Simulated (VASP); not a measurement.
Crystal: Au.

```
CELL_PARAMETERS angstrom
2.39550 -1.51529 0.00000
2.39550 1.51529 0.00000
-1.72836 0.00000 2.49284
ATOMIC_POSITIONS crystal
Au 0.00000 0.00000 0.00000
```

| Quantity | Value |
| --- | --- |
| Program | VASP 6.6.1 |
| Task | relaxation of cell and atoms |
| Functional | PBE |
| Potentials or basis | VASP PAW PBE potentials, release 64 (Au) |
| Cutoff | 600 eV |
| k mesh | 22 × 22 × 22 |
| Occupations | gaussian, width 0.1 eV |
| Spin | no spin polarisation |

At the start: pressure -0.1 GPa; volume 18.10 Å³/atom.

**Question.** How do energy, volume and symmetry change on relaxing?

**Answer.** Over 16 steps the energy falls by 16.4 meV/atom and the volume is 17.96 Å³/atom (-0.8 %); space group C2/m (No. 12, to 0.1 Å) before, Fm-3m (No. 225, to 0.1 Å).

The path:
```
step  energy change (eV)  largest force (eV/Å)  pressure (GPa)  volume (Å³)
   1              0.0000                0.0000           -0.14        18.10
   2             -0.0081                0.0000           -0.42        18.05
   3             -0.0122                0.0000           -0.13        17.99
   4             -0.0067                0.0000            1.41        17.83
   5             -0.0127                0.0000            0.12        17.96
   6             -0.0127                0.0000            0.13        17.95
   7             -0.0136                0.0000           -0.23        18.00
   8             -0.0150                0.0000           -1.26        18.13
   9             -0.0153                0.0000           -1.06        18.11
  10             -0.0159                0.0000           -0.69        18.05
  11             -0.0162                0.0000            0.27        17.93
  12             -0.0163                0.0000           -0.12        17.96
  13             -0.0163                0.0000            0.00        17.96
  14             -0.0163                0.0000            0.02        17.96
  15             -0.0164                0.0000            0.02        17.96
  16             -0.0164                0.0000            0.01        17.96
```

Final structure:
```
Au
1.0
     2.54428   -1.47029    0.07449
     2.54428    1.47029    0.07449
    -1.76518    0.00000    2.34832
Au
1
Cartesian
  2.5443 -1.4703 0.0745
```
